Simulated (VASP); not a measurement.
A run of VASP 6.6.1:

Contents of INCAR:

```
SYSTEM = ZnRe
  PREC = Accurate
  ENCUT = 500
  EDIFF = 1E-6
  ISMEAR = -1
  SIGMA = 0.05
  LREAL = .False.
  LASPH = .True.
  NELM = 120
  ALGO = Normal
  ISIF = 2
  LWAVE = .False.
  LCHARG = .False.
  GGA = PE
  NBANDS = 20
  GGA_COMPAT = .False.
```

The input KPOINTS:

```
Automatic mesh
0
Gamma
  9 9 5
  0 0 0
```

POSCAR

```
ZnRe
1.0
    2.7482183437      0.0000000000      0.0000000000
   -1.3741091718      2.3800269008      0.0000000000
    0.0000000000      0.0000000000      4.5839473200
Re Zn
1 1
Direct
    0.3333333333      0.6666666667      0.5000000000
    0.0000000000      0.0000000000      0.0000000000
```

Potentials or basis: VASP PAW PBE potentials, release 64 (Re_sv_GW, Zn).

The run is started by

```sh
$ cat potpaw_PBE.64/Re_sv_GW/POTCAR potpaw_PBE.64/Zn/POTCAR > POTCAR
$ mpirun -np 1 vasp_std > vasp.out
```

Hardware: 1 thread of Intel(R) Xeon(R) 6975P-C (Granite Rapids) (shared host).

Problem. Estimate the wall time of this run.

Solution. Run time: 9.8 s on 1 thread of Intel(R) Xeon(R) 6975P-C (Granite Rapids) (shared host), peak memory 0.16 GiB. Counts: scf iterations 13, k points 36.
